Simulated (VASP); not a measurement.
Input of a VASP 6.6.1 run:

INCAR

```
SYSTEM = Ti
PREC = Accurate ; ENCUT = 520
EDIFF = 1E-8 ; ISMEAR = -1
SIGMA = 0.05 ; LREAL = .FALSE.
LASPH = .TRUE. ; NELM = 60
ALGO = Normal ; ISIF = 2
LWAVE = .FALSE. ; LCHARG = .FALSE.
LEFG = .TRUE. ; NBANDS = 12
```

The input KPOINTS:

```
Automatic mesh
0
G
  15 15 15
  0 0 0
```

POSCAR

```
Ti
1.0
   -0.0406000000      2.0097000000      2.0097000000
    2.0097000000     -0.0406000000      2.0097000000
    2.0097000000      2.0097000000     -0.0406000000
Ti
1
Direct
    0.0000000000      0.0000000000      0.0000000000
```

Potentials or basis: VASP PAW LDA potentials, release 64 (Ti_sv).

Command:

```sh
$ cat potpaw_LDA.64/Ti_sv/POTCAR > POTCAR
$ mpirun -np 1 vasp_std > vasp.out
```

Task: Predict the band gap on the k mesh.

Result: Zero (band 6 reaches 9.21 eV, above the bottom of band 7 at 8.06 eV).

Task: What does it give for the pressure?

Result: -4.9 GPa.

Electric field gradients, principal values (V/Å²):
```csv
atom,least,middle,greatest (by size)
1 Ti,-4.574,-4.574,9.148
```

Caveat: the cell differs from its parent crystal (equal xy, yz and zx shear strains of -2 %); without QUAD_EFG the Cq values of the log hold for a quadrupole moment of 1 mb, not for the nuclei.
